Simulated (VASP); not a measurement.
# Sn (I4/mmm) in VASP: settings compared, part 2 of 2

VASP 6.6.1. Earlier steps stand in the parts before.

### Step 4. Single point, LDA

This run uses another cell than the first one, of 25.71 Å³/atom.

Input file INCAR:

```
PREC = Accurate ; ENCUT = 520
EDIFF = 1E-6 ; ISMEAR = -1
SIGMA = 0.05 ; LREAL = F
LASPH = T ; NELM = 60
ALGO = Normal ; ISIF = 2
LWAVE = F ; LCHARG = F
NBANDS = 13
```

Input file KPOINTS:

```
regular mesh
0
Gamma
  10 10 10
```

Input file POSCAR:

```
Sn
1.0
   -1.9877657590      1.9877657590      1.6268574157
    1.9877657590     -1.9877657590      1.6268574157
    1.9877657590      1.9877657590     -1.6268574157
Sn
1
Direct
    0.0000000000      0.0000000000      0.0000000000
```

Potentials or basis: VASP PAW LDA potentials, release 64 (Sn_d).

The run is started by

```sh
cat potpaw_LDA.64/Sn_d/POTCAR > POTCAR
mpirun -np 1 vasp_std > vasp.out
```

Run time: 6.3 s. Hardware: 1 thread of Intel Xeon 6975P-C (Granite Rapids), shared host; peak memory 0.15 GiB.

The run converged. Its results:

```
Free energy            : -4.4460 eV
Pressure               : -0.1 GPa
Band gap on the k mesh : zero (bands 7 and 8 overlap by 9.27 eV)
```

Stress tensor (GPa, compression positive):
```
-0.69  0.00  0.00
 0.00 -0.69  0.00
 0.00  0.00  0.96
```

Levels at points of the mesh, in eV from the Fermi level:
| k point | band 3 | band 4 | band 5 | band 6 | band 7 | band 8 | band 9 | band 10 | band 11 | band 12 |
| --- | --- | --- | --- | --- | --- | --- | --- | --- | --- | --- |
| (0.00, 0.00, 0.00) | -21.38 | -21.38 | -21.24 | -11.49 | 7.12 | 7.12 | 9.92 | 10.72 | 11.93 | 12.86 |
| (0.50, 0.00, 0.00) | -21.29 | -21.21 | -21.18 | -5.81 | -4.41 | 3.21 | 4.49 | 7.61 | 7.70 | 14.13 |
| (0.50, 0.50, 0.00) | -21.34 | -21.29 | -21.19 | -7.43 | -4.95 | 6.09 | 8.14 | 10.96 | 11.38 | 12.11 |
| (0.50, 0.50, 0.50) | -21.20 | -21.20 | -21.17 | -3.23 | -1.67 | -1.67 | 2.62 | 3.14 | 6.40 | 19.28 |

Caveat: spin-orbit coupling is left out, which moves the levels of the heavy elements.

### Step 5. Single point, LDA

This run uses another cell than the first one, of 26.26 Å³/atom.

Input file INCAR:

```
PREC     = Accurate       # precision mode
ENCUT    = 520            # plane-wave cutoff, eV
EDIFF    = 1E-6           # SCF threshold, eV
ISMEAR   = -1             # smearing method
SIGMA    = 0.05           # smearing width, eV
LREAL    = False          # projectors in reciprocal space
LASPH    = True           # aspherical terms in the spheres
NELM     = 60             # most SCF steps
ALGO     = Normal         # electronic algorithm
ISIF     = 2              # what is computed and relaxed
LWAVE    = False          # write WAVECAR
LCHARG   = False          # write CHGCAR
GGA      = CA             # functional
NBANDS   = 13             # bands
```

KPOINTS is that of step 4.

Input file POSCAR:

```
Sn
1.0
   -2.0017645706      2.0017645706      1.6383145356
    2.0017645706     -2.0017645706      1.6383145356
    2.0017645706      2.0017645706     -1.6383145356
Sn
1
Direct
    0.0000000000      0.0000000000      0.0000000000
```

The run is started by

```sh
cat potpaw_LDA.64/Sn_d/POTCAR > POTCAR
mpirun -np 1 vasp_std > vasp.out
```

Wall time 6.4 s (1 thread of Intel Xeon 6975P-C (Granite Rapids), shared host); peak memory 0.14 GiB.

Results (log left out):

```yaml
Free_energy: -4.4438 eV
Pressure: -1.3 GPa
Band_gap_on_the_k_mesh: zero (bands 7 and 8 overlap by 9.07 eV)
```

Stress tensor (GPa, compression positive):
```
-1.75  0.00  0.00
 0.00 -1.75  0.00
 0.00  0.00 -0.46
```

Levels at points of the mesh, in eV from the Fermi level:
| k point | band 5 | band 6 | band 7 | band 8 | band 9 | band 10 |
| --- | --- | --- | --- | --- | --- | --- |
| (0.00, 0.00, 0.00) | -21.22 | -11.32 | 6.98 | 6.98 | 9.68 | 10.61 |
| (0.50, 0.00, 0.00) | -21.17 | -5.80 | -4.29 | 3.17 | 4.44 | 7.50 |
| (0.50, 0.50, 0.00) | -21.18 | -7.37 | -4.83 | 5.97 | 8.00 | 10.80 |
| (0.50, 0.50, 0.50) | -21.16 | -3.31 | -1.61 | -1.61 | 2.59 | 3.17 |

Caveat: spin-orbit coupling is left out, which moves the levels of the heavy elements.

### Step 6. Single point, LDA

This run uses another cell than the first one, of 27.90 Å³/atom.

Input file INCAR:

```
PREC     = Accurate       # precision mode
ENCUT    = 520            # plane-wave cutoff, eV
EDIFF    = 1E-6           # SCF threshold, eV
ISMEAR   = -1             # smearing method
SIGMA    = 0.05           # smearing width, eV
LREAL    = False          # projectors in reciprocal space
LASPH    = True           # aspherical terms in the spheres
NELM     = 80             # most SCF steps
ALGO     = Fast           # electronic algorithm
ISIF     = 2              # what is computed and relaxed
LWAVE    = False          # write WAVECAR
LCHARG   = True           # write CHGCAR
GGA      = CA             # functional
LELF     = True           # ELF
LVHAR    = True         
NBANDS   = 13             # bands
```

Input file KPOINTS:

```
Automatic mesh
0
Gamma
  10 10 10
```

Input file POSCAR:

```
Sn
1.0
   -2.0426281431      2.0426281431      1.6717587207
    2.0426281431     -2.0426281431      1.6717587207
    2.0426281431      2.0426281431     -1.6717587207
Sn
1
Direct
    0.0000000000      0.0000000000      0.0000000000
```

Potentials or basis: VASP PAW LDA potentials, release 64 (Sn_d).

The run is started by

```sh
cat potpaw_LDA.64/Sn_d/POTCAR > POTCAR
mpirun -np 1 vasp_std > vasp.out
```

OUTCAR:

```text
PREC = Accurate
   ENCUT = 520
   EDIFF = 1E-6
   ISMEAR = -1
   LREAL = False
   LASPH = True
   NELM = 80
   ISIF = 2
   GGA = CA

 ion  position               nearest neighbor table
   1  0.000  0.000  0.000-

  LATTYP: Found a body centered tetragonal cell.
 ALAT       =     4.0852562862
 C/A-ratio  =     0.8184351745

  Lattice vectors:

 A1 = (  -2.0426281431,   2.0426281431,   1.6717587207)
 A2 = (   2.0426281431,  -2.0426281431,   1.6717587207)
 A3 = (   2.0426281431,   2.0426281431,  -1.6717587207)

Analysis of symmetry for initial positions (statically):
=====================================================================
 Subroutine PRICEL returns:
 Original cell was already a primitive cell.

 Routine SETGRP: Setting up the symmetry group for a
 body centered tetragonal supercell.

 Subroutine GETGRP returns: Found 16 space group operations
 (whereof 16 operations were pure point group operations)
 out of a pool of 16 trial point group operations.

The static configuration has the point symmetry D_4h.

Analysis of symmetry for dynamics (positions and initial velocities):
=====================================================================
 Subroutine PRICEL returns:
 Original cell was already a primitive cell.

 Routine SETGRP: Setting up the symmetry group for a
 body centered tetragonal supercell.

 Subroutine GETGRP returns: Found 16 space group operations
 (whereof 16 operations were pure point group operations)
 out of a pool of 16 trial point group operations.

The dynamic configuration has the point symmetry D_4h.

 Subroutine INISYM returns: Found 16 space group operations
 (whereof 16 operations are pure point group operations),
 and found     1 'primitive' translations

----------------------------------------------------------------------------------------

                                     Primitive cell
[... 114 lines left out ...]
   GGA     = CA    functional components
   LHFCALC =     F    Hartree Fock is set to
   AEXX    =    0.0000 exact exchange contribution
   IVDW    =     0    specifies the selected vdW correction
   LEPSILON=     F    determine dielectric tensor
   LRPA    =     F    only Hartree local field effects (RPA)
 non-spin polarized calculation
 RMM-DIIS sequential band-by-band and
  energy-cutoff  :      520.00
  volume of cell :       27.90
 maximum number of plane-waves:       763
 NGX is ok and might be reduce to    28
   NGX = 13   NGY = 13   NGZ = 13

 number of electron      14.0000001 magnetization

 Free energy of the ion-electron system (eV)
  ---------------------------------------------------
  ext. energy  EPLUGINS =         0.00000000
  ---------------------------------------------------
  free energy    TOTEN  =        -4.41633716 eV

  energy without entropy =       -4.41123955  energy(sigma->0) =       -4.41378835

 E-fermi :   7.4288     XC(G=0): -10.4727

 val. band max:        7.4241833091   @ k =   0.5000   0.2000   0.0000
 cond. band min:       7.5087001730   @ k =  -0.3000   0.4000   0.3000
 fundamental gap:      0.0845168639
 Fermi energy:         7.4287895922

 k-point     1 :       0.0000    0.0000    0.0000
  band No.  band energies     occupation
      1     -13.9718      2.00000
      2     -13.8994      2.00000
      3     -13.8994      2.00000
      4     -13.8971      2.00000
      5     -13.7879      2.00000
      6      -3.4458      2.00000
      7      14.0131      0.00000
      8      14.0131      0.00000
      9      16.4152      0.00000
     10      17.7100      0.00000
     11      18.7975      0.00000
     12      20.0047      0.00000
     13      20.0047      0.00000
[... 354 lines left out ...]
  band No.  band energies     occupation
      1     -13.9445      2.00000
      2     -13.8676      2.00000
      3     -13.8434      2.00000
      4     -13.8150      2.00000
      5     -13.7950      2.00000
      6       1.4262      2.00000
      7       4.9715      2.00000
      8       6.4172      2.00000
      9      11.8111      0.00000
     10      16.5320      0.00000
     11      18.6752      0.00000
     12      23.2055      0.00000
     13      23.6761      0.00000

 [... further k-points ...]

------------------------ aborting loop because EDIFF is reached ----------------------------------------

  FORCE on cell =-STRESS in cart. coord.  units (eV):
  Direction    XX          YY          ZZ          XY          YZ          ZX
  --------------------------------------------------------------------------------------
  -------------------------------------------------------------------------------------
  Total       -0.7158553     -0.7158553     -0.6472705      0.0000000      0.0000000      0.0000000
  in kB      -41.1077440    -41.1077440    -37.1692819      0.0000000      0.0000000      0.0000000
  external PRESSURE =     -39.7949233 kB  Pullay stress =       0.0000000 kB

 VOLUME and BASIS-vectors are now :
 -----------------------------------------------------------------------------
  energy-cutoff  :      520.00
  volume of cell :       27.90
      direct lattice vectors                 reciprocal lattice vectors
    -2.042628143  2.042628143  1.671758721     0.000000000  0.244782684  0.299086222
     2.042628143 -2.042628143  1.671758721     0.244782684  0.000000000  0.299086222
     2.042628143  2.042628143 -1.671758721     0.244782684  0.244782684  0.000000000

 POSITION                                       TOTAL-FORCE (eV/Angst)
 -----------------------------------------------------------------------------------
      0.00000      0.00000      0.00000        -0.000000      0.000000      0.000000
 -----------------------------------------------------------------------------------
    total drift:                               -0.000000     -0.000000     -0.000000

  FREE ENERGIE OF THE ION-ELECTRON SYSTEM (eV)
  ---------------------------------------------------
  free  energy   TOTEN  =        -4.4163371617 eV

  energy  without entropy=       -4.4112395467  energy(sigma->0) =       -4.41378835
```

OSZICAR:

```text
N       E                     dE             d eps       ncg     rms          rms(c)
DAV:   1     0.799949450178E+02    0.79995E+02   -0.71876E+03  2728   0.161E+03
DAV:   2     0.132665159517E+01   -0.78668E+02   -0.76196E+02  2837   0.338E+02
DAV:   3    -0.430947192851E+01   -0.56361E+01   -0.56087E+01  3097   0.738E+01
DAV:   4    -0.442852149280E+01   -0.11905E+00   -0.11902E+00  3212   0.115E+01
DAV:   5    -0.443247632792E+01   -0.39548E-02   -0.39548E-02  3444   0.202E+00    0.132E+00
RMM:   6    -0.442059996292E+01    0.11876E-01   -0.97277E-03  3326   0.125E+00    0.747E-01
RMM:   7    -0.441648799736E+01    0.41120E-02   -0.73172E-03  3315   0.935E-01    0.931E-02
RMM:   8    -0.441630400929E+01    0.18399E-03   -0.78433E-04  3690   0.427E-01    0.261E-02
RMM:   9    -0.441633535499E+01   -0.31346E-04   -0.32559E-04  4114   0.164E-01    0.217E-02
RMM:  10    -0.441633592500E+01   -0.57001E-06   -0.49862E-05  3518   0.104E-01    0.104E-02
RMM:  11    -0.441633670421E+01   -0.77921E-06   -0.23592E-05  4037   0.522E-02    0.569E-03
RMM:  12    -0.441633716167E+01   -0.45746E-06   -0.47422E-06  2881   0.219E-02
   1 F= -.44163372E+01 E0= -.44137884E+01  d E =-.509761E-02
```

stdout:

```text
POSCAR found type information on POSCAR Sn
 POSCAR found :  1 types and       1 ions
 scaLAPACK will be used
 LDA part: xc-table for (Slater(with rela. corr.)+CA(PZ))
 , standard interpolation
 POSCAR, INCAR and KPOINTS ok, starting setup
 FFT: planning ... GRIDC
 FFT: planning ... GRID_SOFT
 FFT: planning ... GRID
 WAVECAR not read
 entering main loop
WARNING in EDDRMM: call to ZHEGV failed, returncode =   6  3     11
```

Run time: 18 s. Hardware: 1 thread of Intel Xeon 6975P-C (Granite Rapids), shared host; peak memory 0.15 GiB.

Results:

| Property | Result |
| --- | --- |
| Free energy | -4.4163 eV |
| Pressure | -4.0 GPa |
| Band gap on the k mesh | zero (bands 7 and 8 overlap by 8.48 eV) |

Levels at points of the mesh, in eV from the Fermi level:
| k point | band 5 | band 6 | band 7 | band 8 | band 9 | band 10 |
| --- | --- | --- | --- | --- | --- | --- |
| (0.00, 0.00, 0.00) | -21.22 | -10.87 | 6.58 | 6.58 | 8.99 | 10.28 |
| (0.50, 0.00, 0.00) | -21.17 | -5.79 | -4.00 | 3.01 | 4.27 | 7.20 |
| (0.50, 0.50, 0.00) | -21.18 | -7.24 | -4.49 | 5.62 | 7.55 | 10.34 |
| (0.50, 0.50, 0.50) | -21.16 | -3.55 | -1.48 | -1.48 | 2.49 | 3.24 |

Caveat: the cell stands under tension; spin-orbit coupling is left out, which moves the levels of the heavy elements.

### Step 7. Summary

```tsv
level	potentials or basis	cell	k mesh	grid for exact exchange (PRECFOCK)	share of exact exchange	gap on the mesh (eV)	pressure (GPa)
r2SCANh	VASP PAW PBE potentials, release 64 (Sn_d)	a = 3.316 Å, angles 104.5, 104.5, 119.9°, 1 atom	5 × 5 × 5	Normal	0.1	none	0.9
r2SCAN50	VASP PAW PBE potentials, release 64 (Sn_d)	a = 3.316 Å, angles 104.5, 104.5, 119.9°, 1 atom	5 × 5 × 5	Normal	0.5	none	-0.6
LDA	VASP PAW LDA potentials, release 64 (Sn_d)	a = 3.248 Å, angles 104.5, 104.5, 119.9°, 1 atom	10 × 10 × 10	-	-	none	-0.1
LDA	VASP PAW LDA potentials, release 64 (Sn_d)	a = 3.271 Å, angles 104.5, 104.5, 119.9°, 1 atom	10 × 10 × 10	-	-	none	-1.3
LDA	VASP PAW LDA potentials, release 64 (Sn_d)	a = 3.338 Å, angles 104.5, 104.5, 119.9°, 1 atom	10 × 10 × 10	-	-	none	-4.0
```

Alike in all rows: task single point; no spin polarisation; cutoff (eV) 520; smearing fermi-dirac 0.05 eV.

Caveats: some runs use coarse meshes; spin-orbit coupling is left out, which moves the levels of the heavy elements; the PAW data sets were made with another functional, which shifts forces and pressure a little (at least some runs); the cell stands under tension (at least some runs).

Absolute energies hang on the potentials; compare differences alone.
